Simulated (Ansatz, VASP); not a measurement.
# Two plane-wave programs on Te2Mo

```
Te Mo
1.0
     3.56242    0.00000    0.00000
    -1.78121    3.08514    0.00000
     0.00000    0.00000   31.56327
Te Mo
6 3
Direct
  0.00000 0.00000 0.05676
  0.33333 0.66667 0.28899
  0.33333 0.66667 0.82440
  0.33333 0.66667 0.17560
  0.33333 0.66667 0.71101
  0.00000 0.00000 0.94324
  0.33333 0.66667 0.00000
  0.00000 0.00000 0.23231
  0.00000 0.00000 0.76769
```

Alike in both runs: task relaxation of cell and atoms; functional LDA; k mesh 7 × 7 × 1; occupations fermi-dirac, width 0.05 eV; no spin polarisation.

```csv
,VASP,Ansatz
version,VASP 6.6.1,Ansatz 0.2.0
potentials or method,"VASP PAW LDA potentials, release 64 (Te, Mo_sv)",Ansatz PAW
plane-wave cutoff (eV),600,420
valence electrons in the cell,78,138
```

```csv
,VASP,Ansatz,Ansatz less VASP
"gap on the k mesh at the Fermi level, each at its own relaxed structure (eV)",0.90,0.91,+0.014
relaxed volume (Å³/atom),34.54,35.01,+0.472
relaxed length of the cell vector where the two differ most in proportion (Å),29.767,30.198,+0.4312
```

LDA's correlation is that of Perdew and Zunger in VASP and of Perdew and Wang (1992) in Ansatz. VASP's potentials hold 78 valence electrons a cell and Ansatz's 138, so a difference there can come from the potentials and not from the codes.

Neither program's run includes spin-orbit coupling. Noted on Ansatz's run: odd divisions of the mesh miss points on the zone boundary, where band edges often lie, so the gap on the mesh can be too wide; the plane-wave basis is chosen anew once the cell has moved, so the energies of steps on either side of that aren't comparable.
